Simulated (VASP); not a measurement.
**H: single point with PBE**

The system is H.

```
H
1.0
     1.66095   -2.75042    0.00000
     1.64838    2.74284    0.00000
     0.00000    0.00000    6.43746
H
4
Direct
  0.55764 0.40726 0.01013
  0.44236 0.59274 0.98868
  0.44236 0.59274 0.51132
  0.55764 0.40726 0.48987
```

This cell differs from its parent crystal: strained and its atoms moved.

```
Program             : VASP 6.6.1
Task                : single point
Functional          : PBE
Potentials or basis : VASP PAW PBE potentials, release 64 (H)
Cutoff              : 500 eV
k mesh              : 8 × 8 × 4
Occupations         : gaussian, width 0.02 eV
Spin                : no spin polarisation
```

| Item | Value |
| --- | --- |
| Pressure | -3.7 GPa |
| Largest force | 2.446 eV/Å |
| Band gap on the k mesh | 7.18 eV |

Forces on the atoms (eV/Å):
```
H    0.335  2.391 -0.393
H   -0.335 -2.391  0.394
H   -0.335 -2.391 -0.394
H    0.335  2.391  0.393
```

Stress tensor (GPa, compression positive):
```
 -0.09  -1.47   0.00
 -1.47 -10.79   0.00
  0.00   0.00  -0.24
```

Levels at points of the mesh, in eV from the valence-band top:
```csv
k point,band 1,band 2,band 3,band 4,band 5
"(0.00, 0.00, 0.00)",-2.08,-1.37,8.53,12.04,15.06
"(0.50, 0.00, 0.00)",-0.87,-0.38,8.66,10.74,12.19
"(0.00, 0.50, 0.00)",-0.75,-0.26,8.00,9.82,12.39
"(0.50, 0.50, 0.00)",-0.46,0.00,7.18,8.78,12.93
"(0.00, 0.00, 0.50)",-1.75,-1.75,10.10,10.12,15.23
"(0.50, 0.00, 0.50)",-0.64,-0.63,9.41,9.43,13.64
"(0.00, 0.50, 0.50)",-0.52,-0.51,8.70,8.71,13.84
"(0.50, 0.50, 0.50)",-0.25,-0.24,7.82,7.83,14.13
```

It took 16 s on 1 thread of Intel(R) Xeon(R) 6975P-C (Granite Rapids), on a shared host, peak memory 0.18 GiB.

Caveat: the cell differs from its parent crystal (strained and its atoms moved); forces of over 1 eV/Å act on the atoms, so gaps and moduli don't describe the material at rest. A k mesh can miss the band edges.
